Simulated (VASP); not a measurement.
Here is a VASP 6.6.1 calculation.

The input POSCAR:

```
YAu
1.0
    3.5590000000      0.0000000000      0.0000000000
    0.0000000000      3.5590000000      0.0000000000
    0.0000000000      0.0000000000      3.5590000000
Y Au
1 1
Direct
    0.5000000000      0.5000000000      0.5000000000
    0.0000000000      0.0000000000      0.0000000000
```

INCAR.step1

```
PREC = Accurate
ENCUT = 600
ISMEAR = 0
SIGMA = 0.1
LREAL = False
LASPH = True
NELM = 100
GGA = PE
ALGO = Normal
EDIFF = 1E-4
LWAVE = True
LCHARG = False
```

INCAR.step2

```
PREC = Accurate
ENCUT = 600
EDIFF = 1E-6
ISMEAR = 0
SIGMA = 0.1
LREAL = False
LASPH = True
NELM = 100
ALGO = Normal
ISIF = 3
LWAVE = False
LCHARG = False
METAGGA = R2SCAN
LMIXTAU = True
IBRION = 2
NSW = 100
EDIFFG = -0.005
ISTART = 1
```

File KPOINTS:

```
Automatic mesh
0
Gamma
  12 12 12
```

Potentials or basis: VASP PAW PBE potentials, release 64 (Y_sv, Au).

Run with:

```sh
$ cat potpaw_PBE.64/Y_sv/POTCAR potpaw_PBE.64/Au/POTCAR > POTCAR
$ cp INCAR.step1 INCAR
$ mpirun -np 1 vasp_std > vasp.out
$ cp INCAR.step2 INCAR
$ mpirun -np 1 vasp_std > vasp.out
```

Q: Predict the relaxed cell.

A: a = 3.585 Å, b = 3.585 Å, c = 3.585 Å, α = 90.00°, β = 90.00°, γ = 90.00°.

Q: Predict the relaxed volume.

A: 23.03 Å³/atom.

Final structure:
```xyz
2
Lattice="3.5845 0.0000 0.0000 0.0000 3.5845 0.0000 0.0000 0.0000 3.5845" Properties=species:S:1:pos:R:3 pbc="T T T"
Y     1.7923    1.7923    1.7923
Au    0.0000    0.0000    0.0000
```

Caveat: the PAW data sets were made with another functional, which shifts forces and pressure a little. Zero-point motion and thermal expansion aren't in these numbers.
